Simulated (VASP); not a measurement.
A run of VASP 6.6.1 is set up as follows.

Contents of INCAR:

```
ALGO = Normal ; EDIFF = 1E-6
ENCUT = 500 ; GGA = PS
GGA_COMPAT = F ; ISIF = 2
ISMEAR = 0 ; LASPH = T
LCHARG = T ; LELF = T
LREAL = F ; LVHAR = T
LWAVE = F ; NBANDS = 13
NELM = 120 ; PREC = Accurate
SIGMA = 0.12
```

Contents of KPOINTS:

```
k-points
0
Gamma
  6 6 6
```

POSCAR

```
W
1.0
   -1.5664442193      1.5664442193      1.5664442193
    1.5664442193     -1.5664442193      1.5664442193
    1.5664442193      1.5664442193     -1.5664442193
W
1
Direct
    0.0000000000      0.0000000000      0.0000000000
```

Potentials or basis: VASP PAW PBE potentials, release 64 (W_sv).

Run with:

```bash
$ cat potpaw_PBE.64/W_sv/POTCAR > POTCAR
$ mpirun -np 1 vasp_std > vasp.out
```

(1) Predict the band gap on the k mesh.

(2) Estimate the pressure.

Results:

(1) zero (band 7 reaches 17.15 eV, above the bottom of band 8 at 10.45 eV).

(2) 5.6 GPa.

Caveat: the k points lie up to 0.47 Å⁻¹ apart; the PAW data sets were made with another functional, which shifts forces and pressure a little; spin-orbit coupling is left out, which moves the levels of the heavy elements.
